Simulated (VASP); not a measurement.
Set up this calculation in VASP 6.6.1, as the native input.

```yaml
Task: single point
Functional: PBEsol
Potentials_or_basis: VASP PAW PBE potentials, release 64 (Te, Pb_d)
Cutoff: 520 eV
k_mesh: 1 × 1 × 11
Occupations: gaussian, width 0.05 eV
Spin: collinear spin, ferromagnetic start
Starting_moments: "[0.5, 0.5] μB"
Dipole_correction: no
Further_INCAR_settings: ALGO = Normal; EDIFF = 1e-07; NBANDS = 21
```

The structure of TePb lies in POSCAR:

```
TePb
1.0
    9.0000000000      0.0000000000      0.0000000000
    0.0000000000      9.3000000000      0.0000000000
    0.0000000000      0.0000000000      5.7988195212
Te Pb
1 1
Direct
    0.5000000000      0.5000000000      0.0000000000
    0.5000000000      0.5000000000      0.4650000000
```

One way to write it, as run:

INCAR

```
SYSTEM = TePb
  PREC = Accurate
  ENCUT = 520
  EDIFF = 1E-7
  ISMEAR = 0
  SIGMA = 0.05
  LREAL = .FALSE.
  LASPH = .TRUE.
  NELM = 150
  ALGO = Normal
  ISIF = 2
  LWAVE = .FALSE.
  LCHARG = .TRUE.
  ISPIN = 2
  MAGMOM = 0.5 0.5
  LORBIT = 11
  GGA = PS
  LELF = .TRUE.
  LVHAR = .TRUE.
  NBANDS = 21
```

KPOINTS

```
Automatic mesh
0
G
  1 1 11
  0 0 0
```

Potentials or basis: VASP PAW PBE potentials, release 64 (Te, Pb_d).

Command:

```bash
$ cat potpaw_PBE.64/Te/POTCAR potpaw_PBE.64/Pb_d/POTCAR > POTCAR
$ mpirun -np 1 vasp_std > vasp.out
```

It gave:

```
Largest force                                         : 0.492 eV/Å
Net moment                                            : 0.36 μB per cell
Site moments                                          : Te +0.03; Pb +0.12 μB
Valence electrons inside the program's atomic spheres : Te 3.37; Pb 11.91
```

Caveat: the PAW data sets were made with another functional, which shifts forces and pressure a little.

It took 4.1 min on 1 thread of Intel(R) Xeon(R) Platinum 8488C (Sapphire Rapids), on a shared host, peak memory 0.74 GiB.
